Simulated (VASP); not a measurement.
Crystal: Al2O3.

```
Al O
1.0
     3.01748    0.00000    0.00000
    -1.50874    2.61322    0.00000
     0.00000    0.00000    7.57464
Al O
2 3
Direct
  0.00000 0.00000 0.72205
  0.00000 0.00000 0.27795
  0.00000 0.00000 0.50000
  0.66667 0.33333 0.80055
  0.33333 0.66667 0.19945
```

* Program: VASP 6.6.1
* Task: relaxation of cell and atoms
* Functional: PBEsol
* Potentials or basis: VASP PAW PBE potentials, release 64 (Al, O_h)
* Cutoff: 1340 eV
* k mesh: 10 × 10 × 4
* Occupations: fermi-dirac, width 0.05 eV
* Spin: no spin polarisation

At the start: pressure -3.7 GPa; volume 11.95 Å³/atom.

Where does the relaxation end?

Over 16 steps the energy falls by 3.9 meV/atom and the volume is 11.89 Å³/atom (-0.5 %); space group P-3m1 (No. 164, to 0.1 Å) before and after.

Step by step:
| step | energy change (eV) | largest force (eV/Å) | pressure (GPa) | volume (Å³) |
| --- | --- | --- | --- | --- |
| 1 | 0.0000 | 0.1704 | -3.71 | 59.73 |
| 2 | -0.0038 | 0.2341 | 3.69 | 57.37 |
| 3 | -0.0167 | 0.0670 | 0.09 | 58.45 |
| 4 | -0.0162 | 0.2835 | -0.01 | 58.37 |
| 5 | -0.0175 | 0.0859 | 0.04 | 58.42 |
| 6 | -0.0179 | 0.0180 | 0.04 | 58.42 |
| 7 | -0.0179 | 0.0234 | 0.04 | 58.42 |
| 8 | -0.0180 | 0.0228 | 0.04 | 58.44 |
| 9 | -0.0181 | 0.0216 | 0.05 | 58.49 |
| 10 | -0.0184 | 0.0178 | 0.08 | 58.60 |
| 11 | -0.0189 | 0.0102 | 0.14 | 58.82 |
| 12 | -0.0194 | 0.0242 | 0.27 | 59.27 |
| 13 | -0.0195 | 0.0045 | 0.13 | 59.34 |
| 14 | -0.0195 | 0.0225 | 0.01 | 59.40 |
| 15 | -0.0195 | 0.0131 | -0.03 | 59.43 |
| 16 | -0.0195 | 0.0071 | -0.06 | 59.45 |

Final structure:
```yaml
crystal:
  lattice:
    - [2.98770, 0.00000, 0.00000]
    - [-1.49385, 2.58742, 0.00000]
    - [0.00000, 0.00000, 7.69066]
  atoms:
    - { symbol: Al, position: [0.00000, 0.00000, 0.71761] }
    - { symbol: Al, position: [0.00000, 0.00000, 0.28239] }
    - { symbol: O, position: [0.00000, 0.00000, 0.50000] }
    - { symbol: O, position: [0.66667, 0.33333, 0.79507] }
    - { symbol: O, position: [0.33333, 0.66667, 0.20493] }
```

Caveat: the PAW data sets were made with another functional, which shifts forces and pressure a little.
